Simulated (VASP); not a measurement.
Wanted: the native input for a VASP 6.6.1 run.

* Task: single point
* Functional: PBE
* Potentials or basis: VASP PAW PBE potentials, release 64 (Sr_sv, Al, O)
* Cutoff: 520 eV
* k mesh: 12 × 12 × 6
* Occupations: gaussian, width 0.1 eV
* Spin: no spin polarisation
* Dipole correction: no
* Further INCAR settings: ALGO = Normal; EDIFF = 1e-06; NBANDS = 22

The structure of SrAl2O2 lies in POSCAR:

```
SrAl2O2
1.0
    3.4884782113      0.0000000000      0.0000000000
   -1.7442391057      3.0211107515      0.0000000000
    0.0000000000      0.0000000000      8.0276767643
Sr Al O
1 2 2
Direct
    0.0000000000      0.0000000000      0.5000000000
    0.3333333333      0.6666666667      0.8545133476
    0.6666666667      0.3333333333      0.1454866524
    0.3333333333      0.6666666667      0.0965139088
    0.6666666667      0.3333333333      0.9034860912
```

These files were run (other wordings do the same):

INCAR

```
  ALGO = Normal
  EDIFF = 1E-6
  ENCUT = 520
  GGA = PE
  ISIF = 2
  ISMEAR = 0
  LASPH = True
  LCHARG = False
  LREAL = False
  LWAVE = False
  NBANDS = 22
  NELM = 60
  PREC = Accurate
  SIGMA = 0.1
```

KPOINTS

```
k-points
0
Gamma
  12 12 6
```

Potentials or basis: VASP PAW PBE potentials, release 64 (Sr_sv, Al, O).

The run is started by

```bash
$ cat potpaw_PBE.64/Sr_sv/POTCAR potpaw_PBE.64/Al/POTCAR potpaw_PBE.64/O/POTCAR > POTCAR
$ mpirun -np 1 vasp_std > vasp.out
```

Results of the run:

```
Pressure               : 0.0 GPa
Largest force          : 0.011 eV/Å
Band gap on the k mesh : zero (band 14 reaches 5.59 eV, above the bottom of band 15 at 4.89 eV)
```

It took 76 s on 1 thread of Intel(R) Xeon(R) 6975P-C (Granite Rapids), with other jobs on the host, peak memory 0.32 GiB.
